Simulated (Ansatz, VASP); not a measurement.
**Ti in VASP and in Ansatz**

INCAR

```
SYSTEM = Ti
PREC     = Accurate       ! precision mode
ENCUT    = 520            ! plane-wave cutoff, eV
EDIFF    = 1E-6           ! SCF threshold, eV
ISMEAR   = 0              ! smearing method
SIGMA    = 0.15           ! smearing width, eV
LREAL    = .False.        ! projectors in reciprocal space
LASPH    = .True.         ! aspherical terms in the spheres
NELM     = 100            ! most SCF steps
ALGO     = Fast           ! electronic algorithm
ISIF     = 2              ! what is computed and relaxed
LWAVE    = .False.        ! write WAVECAR
LCHARG   = .False.        ! write CHGCAR
GGA      = PE             ! functional
NBANDS   = 12             ! bands
```

KPOINTS

```
regular mesh
0
Gamma
  20 20 20
  0 0 0
```

Contents of POSCAR:

```
Ti
1.0
   -1.7470044324      1.7470044324      1.3834758164
    1.7470044324     -1.7470044324      1.3834758164
    1.5082327826      1.5082327826     -1.3834758164
Ti
1
Direct
    0.0000000000      0.0000000000      0.0000000000
```

Input for Ansatz:

```yaml
crystal:
  lattice:
    - [-1.7470044324, 1.7470044324, 1.3834758164]
    - [1.7470044324, -1.7470044324, 1.3834758164]
    - [1.5082327826, 1.5082327826, -1.3834758164]
  atoms:
    - { symbol: Ti, position: [0.0, 0.0, 0.0] }
basis:
  ecutwfc: 520.0
kpoints:
  mp_grid: { grid: [20, 20, 20] }
hamiltonian:
  xc: pbe
  pseudopotentials: { kind: paw, azcp: { folder: soft_1 } }
scf:
  occupations: { method: gaussian, width: 0.15 }
output:
  forces: true
  stress: true
  eigenvalues: true
```

Change from the starting cell: engineering shear strain xy -0.1467, normal strain along z -0.1500.

Alike in both runs: task single point; functional PBE; k mesh 20 × 20 × 20; occupations gaussian, width 0.15 eV; no spin polarisation.

|  | VASP | Ansatz |
| --- | --- | --- |
| version | VASP 6.6.1 | Ansatz 0.2.0 |
| potentials or method | VASP PAW PBE potentials, release 64 (Ti_sv), cutoff 520 eV | scalar-relativistic, plane waves, PAW |
| valence electrons in the cell | 12 | 12 |

VASP gave:

| Property | Result |
| --- | --- |
| gap on the k mesh at the Fermi level (eV) | none |
| pressure (GPa) | 22.5 |
| traceless stress, the component that is largest in VASP (GPa) | 7.99 |

Problem. What did Ansatz give for the same quantities?

Solution. gap on the k mesh at the Fermi level (eV): none; pressure (GPa): 22.9; traceless stress, the component that is largest in VASP (GPa): 7.91.

A gap of «none» marks a metal or a gap that the smearing closes. With one functional, cell and mesh, what is left measures potentials, basis and numerics.
